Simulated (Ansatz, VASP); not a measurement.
**One calculation of Si5N, two programs**

```xyz
6
Lattice="4.7592 0.0000 0.0000 -2.3796 4.1216 0.0000 0.0000 0.0000 4.6577" Properties=species:S:1:pos:R:3 pbc="T T T"
Si    2.3796    0.0000    2.3288
Si    1.1898    2.0608    2.3288
Si   -1.1898    2.0608    2.3288
Si    0.0000    2.7477    0.0000
Si    2.3796    1.3739    0.0000
N     0.0000    0.0000    0.0000
```

Change from the starting cell: species swapped into the YCu5 type (P6/mmm, No. 191).

Alike in both runs: functional PBE; k mesh 6 × 6 × 4; occupations gaussian, width 0.1 eV; collinear spin.

Ansatz relaxed the structure, and its values are those at the end. VASP's run is a single point on that final structure, the one shown.

|  | VASP | Ansatz |
| --- | --- | --- |
| version | VASP 6.6.1 | Ansatz 0.2.0 |
| potentials or method | VASP PAW PBE potentials, release 64 (Si, N), cutoff 520 eV | scalar-relativistic, plane waves, PAW |
| valence electrons in the cell | 25 | 25 |

VASP gave:

- gap on the k mesh at the Fermi level (eV): none
- pressure (GPa): 0.0
- net moment per atom (μB): 0.29
- size of the moment on the site where the two differ most (μB): 1.08

Estimate Ansatz's values.

gap on the k mesh at the Fermi level (eV): none; pressure (GPa): 0.0; net moment per atom (μB): 0.29; size of the moment on the site where the two differ most (μB): 1.45.

Site moments also hang on the region over which each program counts them. A gap of «none» marks a metal or a gap that the smearing closes. The functional is the same, so the differences come from potentials, cutoffs and numerics.
